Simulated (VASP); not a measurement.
# ZnS (P6_3/mmc) in VASP: further runs

ZnS is run at these levels: PBEsol, r2SCAN+rVV10; tasks: single point, relaxation of cell and atoms.

Program: VASP 6.6.1. These are calculated values, not measurements. Logs are shortened: lines on timing, memory, paths and dates and some standing lists are left out, and cuts for length are marked.

## (1) The cell of the first run

It takes space group P6_3/mmc (No. 194, hexagonal). Conventional cell: a = 3.947 Å, b = 3.947 Å, c = 5.676 Å, α = 90.00°, β = 90.00°, γ = 120.00°. Zn (site symmetry -6m2) has 5 S at 2.28 to 2.84 Å within 3.0 Å. S (site symmetry -6m2) has 5 Zn at 2.28 to 2.84 Å within 3.0 Å.

## (2) Single point, PBEsol

The input, INCAR:

```
SYSTEM = ZnS
PREC = Accurate
ENCUT = 500
EDIFF = 1E-6
ISMEAR = -1
SIGMA = 0.03
LREAL = .False.
LASPH = .True.
NELM = 120
ALGO = Normal
ISIF = 2
LWAVE = .False.
LCHARG = .False.
GGA = PS
NBANDS = 26
GGA_COMPAT = .False.
```

The input, KPOINTS:

```
regular mesh
0
Gamma
  6 6 4
  0 0 0
```

The input, POSCAR:

```
ZnS
1.0
    3.9466707857      0.0000000000      0.0000000000
   -1.9733353929      3.4179171608      0.0000000000
    0.0000000000      0.0000000000      5.6760858166
Zn S
2 2
Direct
    0.3333333333      0.6666666667      0.2500000000
    0.6666666667      0.3333333333      0.7500000000
    0.6666666667      0.3333333333      0.2500000000
    0.3333333333      0.6666666667      0.7500000000
```

Potentials or basis: VASP PAW PBE potentials, release 64 (Zn, S).

On the command line:

```bash
$ cat potpaw_PBE.64/Zn/POTCAR potpaw_PBE.64/S/POTCAR > POTCAR
$ mpirun -np 1 vasp_std > vasp.out
```

OUTCAR:

```text
SYSTEM = ZnS
   PREC = Accurate
   ENCUT = 500
   EDIFF = 1E-6
   ISMEAR = -1
   LREAL = .False.
   LASPH = .True.
   NELM = 120
   ISIF = 2
   GGA = PS

 ion  position               nearest neighbor table
   1  0.333  0.667  0.250-   3 2.28   3 2.28   3 2.28   4 2.84   4 2.84
   2  0.667  0.333  0.750-   4 2.28   4 2.28   4 2.28   3 2.84   3 2.84
   3  0.667  0.333  0.250-   1 2.28   1 2.28   1 2.28   2 2.84   2 2.84
   4  0.333  0.667  0.750-   2 2.28   2 2.28   2 2.28   1 2.84   1 2.84

  LATTYP: Found a hexagonal cell.
 ALAT       =     3.9466707857
 C/A-ratio  =     1.4381959187

  Lattice vectors:

 A1 = (   3.9466707857,   0.0000000000,   0.0000000000)
 A2 = (  -1.9733353929,   3.4179171608,   0.0000000000)
 A3 = (   0.0000000000,   0.0000000000,   5.6760858166)

Analysis of symmetry for initial positions (statically):
=====================================================================
 Subroutine PRICEL returns:
 Original cell was already a primitive cell.

 Routine SETGRP: Setting up the symmetry group for a
 hexagonal supercell.

 Subroutine GETGRP returns: Found 24 space group operations
 (whereof 12 operations were pure point group operations)
 out of a pool of 24 trial point group operations.

The static configuration has the point symmetry D_3d.
 The point group associated with its full space group is D_6h.

Analysis of symmetry for dynamics (positions and initial velocities):
=====================================================================
 Subroutine PRICEL returns:
 Original cell was already a primitive cell.

 Routine SETGRP: Setting up the symmetry group for a
 hexagonal supercell.

 Subroutine GETGRP returns: Found 24 space group operations
 (whereof 12 operations were pure point group operations)
 out of a pool of 24 trial point group operations.

The dynamic configuration has the point symmetry D_3d.
 The point group associated with its full space group is D_6h.

 Subroutine INISYM returns: Found 24 space group operations
 (whereof 12 operations are pure point group operations),
 and found     1 'primitive' translations

----------------------------------------------------------------------------------------

                                     Primitive cell

  volume of cell :      76.5670

  direct lattice vectors                    reciprocal lattice vectors
     3.946670786  0.000000000  0.000000000     0.253378114  0.146287922  0.000000000
    -1.973335393  3.417917161  0.000000000     0.000000000  0.292575845  0.000000000
     0.000000000  0.000000000  5.676085817     0.000000000  0.000000000  0.176177745

  length of vectors
     3.946670786  3.946670786  5.676085817     0.292575845  0.292575845  0.176177745

  position of ions in fractional coordinates (direct lattice)
     0.333333333  0.666666667  0.250000000
     0.666666667  0.333333333  0.750000000
     0.666666667  0.333333333  0.250000000
     0.333333333  0.666666667  0.750000000

  ion indices of the primitive-cell ions
   primitive index   ion index
                 1           1
                 2           2
                 3           3
                 4           4

----------------------------------------------------------------------------------------

 KPOINTS: regular mesh

Automatic generation of k-mesh.
 Grid dimensions read from file:
 generate k-points for:    6    6    4

 Generating k-lattice:

  Cartesian coordinates                     Fractional coordinates (reciprocal lattice)
     0.042229686  0.024381320  0.000000000     0.166666667  0.000000000  0.000000000
     0.000000000  0.048762641  0.000000000     0.000000000  0.166666667  0.000000000
     0.000000000  0.000000000  0.044044436     0.000000000  0.000000000  0.250000000

  Length of vectors
     0.048762641  0.048762641  0.044044436

  Shift w.r.t. Gamma in fractional coordinates (k-lattice)
     0.000000000  0.000000000  0.000000000

 Subroutine IBZKPT returns following result:
 ===========================================

 Found     21 irreducible k-points:

 Following reciprocal coordinates:
            Coordinates               Weight
  0.000000  0.000000  0.000000      1.000000
  0.166667 -0.000000  0.000000      6.000000
  0.333333 -0.000000  0.000000      6.000000
  0.500000 -0.000000  0.000000      3.000000
  0.166667  0.166667  0.000000      6.000000
  0.333333  0.166667  0.000000     12.000000
[... 13 lines left out ...]
  0.333333  0.166667  0.500000     12.000000
  0.333333  0.333333  0.500000      2.000000
   k-points           NKPTS =     21   k-points in BZ     NKDIM =     21   number of bands    NBANDS=     26
   number of dos      NEDOS =    301   number of ions     NIONS =      4
   total plane-waves  NPLWV =  37800
   dimension x,y,z NGX =    30 NGY =   30 NGZ =   42
   dimension x,y,z NGXF=    60 NGYF=   60 NGZF=   84
   ions per type =               2   2
   NGX,Y,Z   is equivalent  to a cutoff of  12.64, 12.64, 12.30 a.u.
   NGXF,Y,Z  is equivalent  to a cutoff of  25.27, 25.27, 24.60 a.u.
 SYSTEM =  ZnS
   PREC   = accura    normal or accurate (medium, high low for compatibility)
   ISTART =      0    job   : 0-new  1-cont  2-samecut
   ICHARG =      2    charge: 1-file 2-atom 10-const
   ISPIN  =      1    spin polarized calculation?
   LNONCOLLINEAR =      F non collinear calculations
   LSORBIT =      F    spin-orbit coupling
   LASPH  =      T    aspherical Exc in radial PAW
   ENCUT  =  500.0 eV  36.75 Ry    6.06 a.u.   7.20  7.20 10.35*2*pi/ulx,y,z
   NELM   =    120;   NELMIN=  2; NELMDL= -5     # of ELM steps
   EDIFF  = 0.1E-05   stopping-criterion for ELM
   LREAL  =      F    real-space projection
   EDIFFG = 0.1E-04   stopping-criterion for IOM
   NSW    =      0    number of steps for IOM
   IBRION =     -1    ionic relax: 0-MD 1-quasi-New 2-CG
   NFREE  =      0    steps in history (QN), initial steepest desc. (CG)
   ISIF   =      2    stress and relaxation
   ISYM   =      2    0-nonsym 1-usesym 2-fastsym
   POTIM  = 0.5000    time-step for ionic-motion
   TEBEG  =    0.0;   TEEND  =   0.0 temperature during run
   PSTRESS=    0.0 pullay stress
   NELECT =      36.0000    total number of electrons
   NUPDOWN=      -1.0000    fix difference up-down
   EMIN   =  10.00;   EMAX   =-10.00  energy-range for DOS
   EFERMI =   0.00;   METHOD = LEGACY
   ISMEAR =    -1;   SIGMA  =   0.03  broadening in eV -4-tet -1-fermi 0-gaus
   EFERMI_NEDOS =   21; number of points for ismear=-14 and -15
   IALGO  =     38    algorithm
   IMIX   =      4    mixing-type and parameters
     AMIX     =   0.40;   BMIX     =  1.00
     AMIX_MAG =   1.60;   BMIX_MAG =  1.00
  volume/ion in A,a.u.               =      19.14       129.17
  Fermi-wavevector in a.u.,A,eV,Ry     =   1.273000  2.405622 22.048649  1.620530
  Thomas-Fermi vector in A             =   2.405848
   LORBIT       =      0    0 simple, 1 ext, 2 COOP (PROOUT), +10 PAW based schemes
   GGA     = PS    functional components
   LHFCALC =     F    Hartree Fock is set to
   AEXX    =    0.0000 exact exchange contribution
   IVDW    =     0    specifies the selected vdW correction
   LEPSILON=     F    determine dielectric tensor
   LRPA    =     F    only Hartree local field effects (RPA)
 non-spin polarized calculation
  energy-cutoff  :      500.00
  volume of cell :       76.57
 maximum number of plane-waves:      1968
 NGX is ok and might be reduce to    30
   NGX = 15   NGY = 15   NGZ = 21

 number of electron      35.9999973 magnetization

 Free energy of the ion-electron system (eV)
  ---------------------------------------------------
  ext. energy  EPLUGINS =         0.00000000
  ---------------------------------------------------
  free energy    TOTEN  =       -14.48216321 eV

  energy without entropy =      -14.48216321  energy(sigma->0) =      -14.48216321

 E-fermi :   3.0549     XC(G=0): -10.0014

 val. band max:        2.4857809569   @ k =   0.0000   0.0000   0.0000
 cond. band min:       3.6190662165   @ k =   0.0000   0.0000   0.0000
 fundamental gap:      1.1332852596
 Fermi energy:         3.0548626794

 k-point     1 :       0.0000    0.0000    0.0000
  band No.  band energies     occupation
      1     -11.0053      2.00000
      2      -9.7708      2.00000
      3      -4.3600      2.00000
      4      -4.3600      2.00000
      5      -4.3202      2.00000
      6      -4.3202      2.00000
[... 18 lines left out ...]
     25      11.8802      0.00000
     26      11.9589      0.00000

 k-point     2 :       0.1667   -0.0000    0.0000
  band No.  band energies     occupation
      1     -10.8201      2.00000
      2      -9.6885      2.00000
      3      -4.3510      2.00000
      4      -4.3189      2.00000
      5      -4.2908      2.00000
      6      -4.2424      2.00000
[... 18 lines left out ...]
     25      10.2763      0.00000
     26      11.3118      0.00000

 k-point     3 :       0.3333   -0.0000    0.0000
  band No.  band energies     occupation
      1     -10.3642      2.00000
      2      -9.5665      2.00000
      3      -4.2921      2.00000
      4      -4.2013      2.00000
      5      -4.1321      2.00000
      6      -4.0717      2.00000
[... 18 lines left out ...]
     25      10.7774      0.00000
     26      11.1428      0.00000

 k-point     4 :       0.5000   -0.0000    0.0000
  band No.  band energies     occupation
      1     -10.0328      2.00000
      2      -9.5845      2.00000
      3      -4.1459      2.00000
      4      -4.0439      2.00000
      5      -4.0423      2.00000
      6      -3.9735      2.00000
[... 18 lines left out ...]
     25      11.5906      0.00000
     26      12.7799      0.00000
[... 409 lines left out ...]
      1     -10.0468      2.00000
      2     -10.0468      2.00000
      3      -4.3348      2.00000
      4      -4.3348      2.00000
      5      -4.1504      2.00000
      6      -4.1504      2.00000
[... 18 lines left out ...]
     25      10.8540      0.00000
     26      10.8540      0.00000

 k-point    20 :       0.3333    0.1667    0.5000
  band No.  band energies     occupation
      1      -9.7770      2.00000
      2      -9.7770      2.00000
      3      -4.2034      2.00000
      4      -4.2034      2.00000
      5      -4.0408      2.00000
      6      -4.0408      2.00000
[... 18 lines left out ...]
     25      11.4552      0.00000
     26      11.4552      0.00000

 k-point    21 :       0.3333    0.3333    0.5000
  band No.  band energies     occupation
      1      -9.6838      2.00000
      2      -9.6838      2.00000
      3      -4.1134      2.00000
      4      -4.1134      2.00000
      5      -4.0479      2.00000
      6      -4.0479      2.00000
[... 18 lines left out ...]
     25      11.1162      0.00000
     26      11.1162      0.00000

------------------------ aborting loop because EDIFF is reached ----------------------------------------

  FORCE on cell =-STRESS in cart. coord.  units (eV):
  Direction    XX          YY          ZZ          XY          YZ          ZX
  --------------------------------------------------------------------------------------
  -------------------------------------------------------------------------------------
  Total        0.1145077      0.1145077      0.0445517     -0.0000000     -0.0000000      0.0000000
  in kB        2.3960952      2.3960952      0.9322514     -0.0000000     -0.0000000      0.0000000
  external PRESSURE =       1.9081473 kB  Pullay stress =       0.0000000 kB

 VOLUME and BASIS-vectors are now :
 -----------------------------------------------------------------------------
  energy-cutoff  :      500.00
  volume of cell :       76.57
      direct lattice vectors                 reciprocal lattice vectors
     3.946670786  0.000000000  0.000000000     0.253378114  0.146287922  0.000000000
    -1.973335393  3.417917161  0.000000000     0.000000000  0.292575845  0.000000000
     0.000000000  0.000000000  5.676085817     0.000000000  0.000000000  0.176177745

 POSITION                                       TOTAL-FORCE (eV/Angst)
 -----------------------------------------------------------------------------------
     -0.00000      2.27861      1.41902         0.000000      0.000000     -0.000000
      1.97334      1.13931      4.25706        -0.000000      0.000000      0.000000
      1.97334      1.13931      1.41902         0.000000      0.000000      0.000000
     -0.00000      2.27861      4.25706         0.000000      0.000000      0.000000
 -----------------------------------------------------------------------------------
    total drift:                               -0.000000     -0.000000     -0.000000

  FREE ENERGIE OF THE ION-ELECTRON SYSTEM (eV)
  ---------------------------------------------------
  free  energy   TOTEN  =       -14.4821632053 eV

  energy  without entropy=      -14.4821632052  energy(sigma->0) =      -14.48216321
```

It took 41 s on 1 thread of AMD EPYC 9R45 (Zen 5), shared host; peak memory 0.16 GiB.

Results:

| Property | Result |
| --- | --- |
| Free energy | -14.4822 eV |
| Pressure | 0.2 GPa |
| Band gap on the k mesh | 1.13 eV |

Stress tensor (GPa, compression positive):
```
0.24 0.00 0.00
0.00 0.24 0.00
0.00 0.00 0.09
```

Caveat: the PAW data sets were made with another functional, which shifts forces and pressure a little.

## (3) Single point, r2SCAN+rVV10

This run uses another cell than the first one, of 19.43 Å³/atom.

The input, POSCAR:

```
ZnS
1.0
    3.9443929508      0.0000000000      0.0000000000
   -1.9721964754      3.4159444979      0.0000000000
    0.0000000000      0.0000000000      5.7676763529
Zn S
2 2
Direct
    0.3333333333      0.6666666667      0.2500000000
    0.6666666667      0.3333333333      0.7500000000
    0.6666666667      0.3333333333      0.2500000000
    0.3333333333      0.6666666667      0.7500000000
```

The input, INCAR.step1:

```
PREC = Accurate ; ENCUT = 550
ISMEAR = -1 ; SIGMA = 0.03
LREAL = F ; LASPH = T
NELM = 120 ; NBANDS = 26
GGA = PE ; ALGO = Normal
EDIFF = 1E-5 ; LWAVE = T
LCHARG = F ; GGA_COMPAT = F
```

The input, INCAR.step2:

```
PREC = Accurate ; ENCUT = 550
EDIFF = 1E-6 ; ISMEAR = -1
SIGMA = 0.03 ; LREAL = F
LASPH = T ; NELM = 120
ALGO = Normal ; ISIF = 2
LWAVE = F ; LCHARG = F
METAGGA = R2SCAN ; LMIXTAU = T
LUSE_VDW = T ; IVDW_NL = 2
BPARAM = 11.95 ; CPARAM = 0.0093
NBANDS = 26 ; ISTART = 1
GGA_COMPAT = F
```

The input, KPOINTS:

```
regular mesh
0
Gamma
  6 6 4
```

Potentials or basis: VASP PAW PBE potentials, release 64 (Zn, S).

On the command line:

```bash
$ cat potpaw_PBE.64/Zn/POTCAR potpaw_PBE.64/S/POTCAR > POTCAR
$ cp INCAR.step1 INCAR
$ mpirun -np 1 vasp_std > vasp.out
$ cp INCAR.step2 INCAR
$ mpirun -np 1 vasp_std > vasp.out
```

Run time: 3.8 min. Hardware: 1 thread of AMD EPYC 9R45 (Zen 5), shared host; peak memory 0.36 GiB.

The run converged. Its results:

```yaml
Free_energy: -36.0033 eV
Pressure: 0.2 GPa
Band_gap_on_the_k_mesh: 1.82 eV
```

Levels at points of the mesh, in eV from the valence-band top:
```csv
k point,band 15,band 16,band 17,band 18,band 19,band 20,band 21,band 22
"(0.00, 0.00, 0.00)",-1.31,-0.44,-0.44,0.00,1.82,2.57,6.04,6.04
"(0.50, 0.00, 0.00)",-2.92,-2.76,-1.68,-1.29,2.79,4.63,5.92,8.58
"(0.00, 0.00, 0.50)",-0.88,-0.88,-0.88,-0.88,3.21,3.21,6.37,6.37
"(0.50, 0.00, 0.50)",-2.34,-2.34,-0.77,-0.77,4.00,4.00,4.97,4.97
```

Caveat: the PAW data sets were made with another functional, which shifts forces and pressure a little.

[end of part 1 of 4]
